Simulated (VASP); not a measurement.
# GaN (kk07) (F-43m) in VASP: a series of runs

GaN (kk07) is run at these levels: LDA; tasks: single point, relaxation of cell and atoms.

All numbers are computed with VASP 6.6.1; they aren't measurements. Logs are shortened: lines on timing, memory, paths and dates and some standing lists are left out, and cuts for length are marked.

**1. The cell of the first run**

The structure is cubic, space group F-43m (No. 216). The conventional cell has a = 4.455 Å, b = 4.455 Å, c = 4.455 Å, α = 90.00°, β = 90.00°, γ = 90.00°. Within 2.6 Å of Ga (site symmetry -43m) lie 4 N at 1.93 Å. Within 2.6 Å of N (site symmetry -43m) lie 4 Ga at 1.93 Å.

**2. Single point, LDA**

Input file INCAR:

```
SYSTEM = GaN
  PREC = Accurate
  ENCUT = 520
  EDIFF = 1E-6
  ISMEAR = 0
  SIGMA = 0.02
  LREAL = .FALSE.
  LASPH = .TRUE.
  NELM = 100
  ALGO = Normal
  ISIF = 2
  LWAVE = .FALSE.
  LCHARG = .FALSE.
  GGA = CA
  NBANDS = 16
```

Input file KPOINTS:

```
regular mesh
0
G
  14 14 14
  0 0 0
```

Input file POSCAR:

```
GaN
1.0
    0.0000000000      2.2276074888      2.2276074888
    2.2276074888      0.0000000000      2.2276074888
    2.2276074888      2.2276074888      0.0000000000
Ga N
1 1
Direct
    0.0000000000      0.0000000000      0.0000000000
    0.2500000000      0.2500000000      0.2500000000
```

Potentials or basis: VASP PAW LDA potentials, release 64 (Ga_d, N).

Command:

```bash
> cat potpaw_LDA.64/Ga_d/POTCAR potpaw_LDA.64/N/POTCAR > POTCAR
> mpirun -np 1 vasp_std > vasp.out
```

OUTCAR:

```text
SYSTEM = GaN
   PREC = Accurate
   ENCUT = 520
   EDIFF = 1E-6
   ISMEAR = 0
   LREAL = .FALSE.
   LASPH = .TRUE.
   NELM = 100
   ISIF = 2
   GGA = CA

 ion  position               nearest neighbor table
   1  0.000  0.000  0.000-   2 1.93   2 1.93   2 1.93   2 1.93
   2  0.250  0.250  0.250-   1 1.93   1 1.93   1 1.93   1 1.93

  LATTYP: Found a face centered cubic cell.
 ALAT       =     4.4552149776

  Lattice vectors:

 A1 = (   0.0000000000,   2.2276074888,   2.2276074888)
 A2 = (   2.2276074888,   0.0000000000,   2.2276074888)
 A3 = (   2.2276074888,   2.2276074888,   0.0000000000)

Analysis of symmetry for initial positions (statically):
=====================================================================
 Subroutine PRICEL returns:
 Original cell was already a primitive cell.

 Routine SETGRP: Setting up the symmetry group for a
 face centered cubic supercell.

 Subroutine GETGRP returns: Found 24 space group operations
 (whereof 24 operations were pure point group operations)
 out of a pool of 48 trial point group operations.

The static configuration has the point symmetry T_d .

Analysis of symmetry for dynamics (positions and initial velocities):
=====================================================================
 Subroutine PRICEL returns:
 Original cell was already a primitive cell.

 Routine SETGRP: Setting up the symmetry group for a
 face centered cubic supercell.

 Subroutine GETGRP returns: Found 24 space group operations
 (whereof 24 operations were pure point group operations)
 out of a pool of 48 trial point group operations.

The dynamic configuration has the point symmetry T_d .

 Subroutine INISYM returns: Found 24 space group operations
 (whereof 24 operations are pure point group operations),
 and found     1 'primitive' translations

----------------------------------------------------------------------------------------

                                     Primitive cell

  volume of cell :      22.1078

  direct lattice vectors                    reciprocal lattice vectors
     0.000000000  2.227607489  2.227607489    -0.224456060  0.224456060  0.224456060
     2.227607489  0.000000000  2.227607489     0.224456060 -0.224456060  0.224456060
     2.227607489  2.227607489  0.000000000     0.224456060  0.224456060 -0.224456060

  length of vectors
     3.150312722  3.150312722  3.150312722     0.388769300  0.388769300  0.388769300

  position of ions in fractional coordinates (direct lattice)
     0.000000000  0.000000000  0.000000000
     0.250000000  0.250000000  0.250000000

  ion indices of the primitive-cell ions
   primitive index   ion index
                 1           1
                 2           2

----------------------------------------------------------------------------------------

 KPOINTS: regular mesh

Automatic generation of k-mesh.
 Grid dimensions read from file:
 generate k-points for:   14   14   14

 Generating k-lattice:

  Cartesian coordinates                     Fractional coordinates (reciprocal lattice)
    -0.016032576  0.016032576  0.016032576     0.071428571  0.000000000  0.000000000
     0.016032576 -0.016032576  0.016032576     0.000000000  0.071428571  0.000000000
     0.016032576  0.016032576 -0.016032576     0.000000000  0.000000000  0.071428571

  Length of vectors
     0.027769236  0.027769236  0.027769236

  Shift w.r.t. Gamma in fractional coordinates (k-lattice)
     0.000000000  0.000000000  0.000000000

 Subroutine IBZKPT returns following result:
 ===========================================

 Found    104 irreducible k-points:

 Following reciprocal coordinates:
            Coordinates               Weight
  0.000000  0.000000  0.000000      1.000000
  0.071429  0.000000  0.000000      8.000000
  0.142857  0.000000  0.000000      8.000000
  0.214286  0.000000  0.000000      8.000000
  0.285714  0.000000  0.000000      8.000000
  0.357143  0.000000  0.000000      8.000000
[... 16 lines left out ...]
  0.214286  0.142857  0.000000     24.000000
  0.285714  0.142857  0.000000     24.000000
 [... further k-points ...]
   k-points           NKPTS =    104   k-points in BZ     NKDIM =    104   number of bands    NBANDS=     16
   number of dos      NEDOS =    301   number of ions     NIONS =      2
   total plane-waves  NPLWV =  13824
   dimension x,y,z NGX =    24 NGY =   24 NGZ =   24
   dimension x,y,z NGXF=    48 NGYF=   48 NGZF=   48
   ions per type =               1   1
   NGX,Y,Z   is equivalent  to a cutoff of  12.67, 12.67, 12.67 a.u.
   NGXF,Y,Z  is equivalent  to a cutoff of  25.33, 25.33, 25.33 a.u.
 SYSTEM =  GaN
   PREC   = accura    normal or accurate (medium, high low for compatibility)
   ISTART =      0    job   : 0-new  1-cont  2-samecut
   ICHARG =      2    charge: 1-file 2-atom 10-const
   ISPIN  =      1    spin polarized calculation?
   LNONCOLLINEAR =      F non collinear calculations
   LSORBIT =      F    spin-orbit coupling
   LASPH  =      T    aspherical Exc in radial PAW
   ENCUT  =  520.0 eV  38.22 Ry    6.18 a.u.   5.86  5.86  5.86*2*pi/ulx,y,z
   NELM   =    100;   NELMIN=  2; NELMDL= -5     # of ELM steps
   EDIFF  = 0.1E-05   stopping-criterion for ELM
   LREAL  =      F    real-space projection
   EDIFFG = 0.1E-04   stopping-criterion for IOM
   NSW    =      0    number of steps for IOM
   IBRION =     -1    ionic relax: 0-MD 1-quasi-New 2-CG
   NFREE  =      0    steps in history (QN), initial steepest desc. (CG)
   ISIF   =      2    stress and relaxation
   ISYM   =      2    0-nonsym 1-usesym 2-fastsym
   POTIM  = 0.5000    time-step for ionic-motion
   TEBEG  =    0.0;   TEEND  =   0.0 temperature during run
   PSTRESS=    0.0 pullay stress
   NELECT =      18.0000    total number of electrons
   NUPDOWN=      -1.0000    fix difference up-down
   EMIN   =  10.00;   EMAX   =-10.00  energy-range for DOS
   EFERMI =   0.00;   METHOD = LEGACY
   ISMEAR =     0;   SIGMA  =   0.02  broadening in eV -4-tet -1-fermi 0-gaus
   EFERMI_NEDOS =   21; number of points for ismear=-14 and -15
   IALGO  =     38    algorithm
   IMIX   =      4    mixing-type and parameters
     AMIX     =   0.40;   BMIX     =  1.00
     AMIX_MAG =   1.60;   BMIX_MAG =  1.00
  volume/ion in A,a.u.               =      11.05        74.60
  Fermi-wavevector in a.u.,A,eV,Ry     =   1.528681  2.888789 31.795006  2.336867
  Thomas-Fermi vector in A             =   2.636407
   LORBIT       =      0    0 simple, 1 ext, 2 COOP (PROOUT), +10 PAW based schemes
   GGA     = CA    functional components
   LHFCALC =     F    Hartree Fock is set to
   AEXX    =    0.0000 exact exchange contribution
   IVDW    =     0    specifies the selected vdW correction
   LEPSILON=     F    determine dielectric tensor
   LRPA    =     F    only Hartree local field effects (RPA)
 non-spin polarized calculation
 Gauss-broadening in eV      SIGMA  =   0.02
  energy-cutoff  :      520.00
  volume of cell :       22.11
 maximum number of plane-waves:       610
   NGX = 11   NGY = 11   NGZ = 11

 number of electron      18.0000015 magnetization

 Free energy of the ion-electron system (eV)
  ---------------------------------------------------
  ext. energy  EPLUGINS =         0.00000000
  ---------------------------------------------------
  free energy    TOTEN  =       -13.94381895 eV

  energy without entropy =      -13.94381895  energy(sigma->0) =      -13.94381895

 E-fermi :   5.6266     XC(G=0): -12.3044

 val. band max:        5.4206030156   @ k =   0.0000   0.0000   0.0000
 cond. band min:       7.3935235535   @ k =   0.0000   0.0000   0.0000
 fundamental gap:      1.9729205378
 Fermi energy:         5.6265802313

 k-point     1 :       0.0000    0.0000    0.0000
  band No.  band energies     occupation
      1     -10.6882      2.00000
      2      -8.1699      2.00000
      3      -8.1699      2.00000
      4      -8.1699      2.00000
      5      -7.8154      2.00000
      6      -7.8154      2.00000
[... 8 lines left out ...]
     15      24.3643      0.00000
     16      24.3643      0.00000

 k-point     2 :       0.0714    0.0000    0.0000
  band No.  band energies     occupation
      1     -10.6259      2.00000
      2      -8.1620      2.00000
      3      -8.1620      2.00000
      4      -8.1516      2.00000
      5      -7.8164      2.00000
      6      -7.8164      2.00000
[... 8 lines left out ...]
     15      23.4855      0.00000
     16      23.4855      0.00000

 k-point     3 :       0.1429    0.0000    0.0000
  band No.  band energies     occupation
      1     -10.4537      2.00000
      2      -8.1411      2.00000
      3      -8.1411      2.00000
      4      -8.0833      2.00000
      5      -7.8175      2.00000
      6      -7.8175      2.00000
[... 8 lines left out ...]
     15      22.6090      0.00000
     16      22.6090      0.00000

 k-point     4 :       0.2143    0.0000    0.0000
  band No.  band energies     occupation
      1     -10.2173      2.00000
      2      -8.1148      2.00000
      3      -8.1148      2.00000
      4      -7.9243      2.00000
      5      -7.8147      2.00000
      6      -7.8147      2.00000
[... 8 lines left out ...]
     15      22.2990      0.00000
     16      22.2990      0.00000
[... 324 lines left out ...]
 k-point    22 :       0.1429    0.1429    0.0000
  band No.  band energies     occupation
      1     -10.3779      2.00000
      2      -8.1132      2.00000
      3      -8.1132      2.00000
      4      -8.0954      2.00000
      5      -7.8321      2.00000
      6      -7.7994      2.00000
[... 8 lines left out ...]
     15      25.8197      0.00000
     16      25.8425      0.00000

 k-point    23 :       0.2143    0.1429    0.0000
  band No.  band energies     occupation
      1     -10.2026      2.00000
      2      -8.0977      2.00000
      3      -8.0835      2.00000
      4      -8.0099      2.00000
      5      -7.8137      2.00000
      6      -7.7917      2.00000
[... 8 lines left out ...]
     15      25.2326      0.00000
     16      25.3337      0.00000

 k-point    24 :       0.2857    0.1429    0.0000
  band No.  band energies     occupation
      1      -9.9979      2.00000
      2      -8.0825      2.00000
      3      -8.0553      2.00000
      4      -7.9221      2.00000
      5      -7.7818      2.00000
      6      -7.6669      2.00000
[... 8 lines left out ...]
     15      24.6555      0.00000
     16      25.0516      0.00000

 [... further k-points ...]
[... 5 lines left out ...]
  --------------------------------------------------------------------------------------
  -------------------------------------------------------------------------------------
  Total        0.1582335      0.1582335      0.1582335      0.0000000      0.0000000      0.0000000
  in kB       11.4673450     11.4673450     11.4673450      0.0000000      0.0000000      0.0000000
  external PRESSURE =      11.4673450 kB  Pullay stress =       0.0000000 kB

 VOLUME and BASIS-vectors are now :
 -----------------------------------------------------------------------------
  energy-cutoff  :      520.00
  volume of cell :       22.11
      direct lattice vectors                 reciprocal lattice vectors
     0.000000000  2.227607489  2.227607489    -0.224456060  0.224456060  0.224456060
     2.227607489  0.000000000  2.227607489     0.224456060 -0.224456060  0.224456060
     2.227607489  2.227607489  0.000000000     0.224456060  0.224456060 -0.224456060

 POSITION                                       TOTAL-FORCE (eV/Angst)
 -----------------------------------------------------------------------------------
      0.00000      0.00000      0.00000         0.000000      0.000000     -0.000000
      1.11380      1.11380      1.11380        -0.000000     -0.000000      0.000000
 -----------------------------------------------------------------------------------
    total drift:                                0.000002      0.000002      0.000002

  FREE ENERGIE OF THE ION-ELECTRON SYSTEM (eV)
  ---------------------------------------------------
  free  energy   TOTEN  =       -13.9438189473 eV

  energy  without entropy=      -13.9438189473  energy(sigma->0) =      -13.94381895
```

It took 10 s on 1 thread of Intel Xeon 6975P-C (Granite Rapids), shared host; peak memory 0.15 GiB.

Results:

* Free energy: -13.9438 eV
* Pressure: 1.1 GPa
* Band gap on the k mesh: 1.97 eV, direct

Levels at points of the mesh, in eV from the valence-band top:
```tsv
k point	band 7	band 8	band 9	band 10	band 11	band 12
(0.00, 0.00, 0.00)	0.00	0.00	0.00	1.97	10.33	10.33
(0.50, 0.00, 0.00)	-7.35	-1.02	-1.02	4.78	8.77	10.38
(0.50, 0.50, 0.00)	-6.35	-2.86	-2.86	3.26	6.69	11.75
```

A k mesh can miss the band edges. As with any semilocal functional, this LDA gap is likely too small.

**3. Relaxation of cell and atoms, LDA**

This run uses another cell than the first one, of 11.44 Å³/atom, 1.035 times its volume.

Input file INCAR:

```
PREC     = Accurate       # precision mode
ENCUT    = 600            # plane-wave cutoff, eV
EDIFF    = 1E-6           # SCF threshold, eV
ISMEAR   = 0              # smearing method
SIGMA    = 0.02           # smearing width, eV
LREAL    = False          # projectors in reciprocal space
LASPH    = True           # aspherical terms in the spheres
NELM     = 80             # most SCF steps
ALGO     = Normal         # electronic algorithm
ISIF     = 3              # what is computed and relaxed
LWAVE    = False          # write WAVECAR
LCHARG   = False          # write CHGCAR
GGA      = CA             # functional
IBRION   = 2              # ionic algorithm
NSW      = 100            # ionic steps
EDIFFG   = -0.002         # ionic threshold
```

Input file KPOINTS:

```
regular mesh
0
Gamma
  14 14 14
```

Input file POSCAR:

```
GaN
1.0
    0.0000000000      2.2535006100      2.2535006100
    2.2535006100      0.0000000000      2.2535006100
    2.2535006100      2.2535006100      0.0000000000
Ga N
1 1
Direct
    0.0000000000      0.0000000000      0.0000000000
    0.2500000000      0.2500000000      0.2500000000
```

Potentials or basis: VASP PAW LDA potentials, release 64 (Ga_d, N).

Command:

```bash
> cat potpaw_LDA.64/Ga_d/POTCAR potpaw_LDA.64/N/POTCAR > POTCAR
> mpirun -np 1 vasp_std > vasp.out
```

Run time: 53 s. Hardware: 1 thread of Intel Xeon 6975P-C (Granite Rapids), shared host; peak memory 0.18 GiB.

The run converged. Its results:

```
Free energy                            : -13.9454 eV
Relaxed volume                         : 11.12 Å³/atom
Relaxed cell                           : a = 3.156 Å, b = 3.156 Å, c = 3.156 Å, α = 60.00°, β = 60.00°, γ = 60.00°
Space group after relaxing (to 0.05 Å) : F-43m (No. 216)
Energy gained by relaxing              : 6.0 meV/atom
Ionic steps                            : 6
Pressure after relaxing                : 0.0 GPa
Band gap on the k mesh                 : 1.94 eV, direct
```

Step by step:
| step | energy change (eV) | largest force (eV/Å) | pressure (GPa) | volume (Å³) |
| --- | --- | --- | --- | --- |
| 1 | 0.0000 | 0.0000 | -5.59 | 22.89 |
| 2 | -0.0003 | 0.0000 | 6.10 | 21.59 |
| 3 | -0.0120 | 0.0000 | 0.07 | 22.22 |
| 4 | -0.0120 | 0.0000 | -0.17 | 22.23 |
| 5 | -0.0120 | 0.0000 | -0.18 | 22.23 |
| 6 | -0.0120 | 0.0000 | 0.00 | 22.23 |

Final structure:
```cif
data_structure
_symmetry_space_group_name_H-M 'P 1'
_symmetry_Int_Tables_number 1
_cell_length_a 3.1561
_cell_length_b 3.1561
_cell_length_c 3.1561
_cell_angle_alpha 60.000
_cell_angle_beta 60.000
_cell_angle_gamma 60.000
_cell_volume 22.23
loop_
_atom_site_label
_atom_site_type_symbol
_atom_site_fract_x
_atom_site_fract_y
_atom_site_fract_z
_atom_site_occupancy
Ga1 Ga 0.00000 0.00000 0.00000 1
N1 N 0.25000 0.25000 0.25000 1
```

Levels at points of the mesh, in eV from the valence-band top:
```
           k point  band 5  band 6  band 7  band 8  band 9  band 10  band 11  band 12  band 13
(0.00, 0.00, 0.00)  -13.24  -13.24    0.00    0.00    0.00     1.94    10.29    10.29    10.29
(0.50, 0.00, 0.00)  -13.18  -11.86   -7.31   -1.02   -1.02     4.74     8.74    10.36    10.36
(0.50, 0.50, 0.00)  -13.15  -11.38   -6.33   -2.84   -2.84     3.26     6.65    11.71    14.06
```

A k mesh can miss the band edges. As with any semilocal functional, this LDA gap is likely too small.

(Part 1 of 2 ends here.)
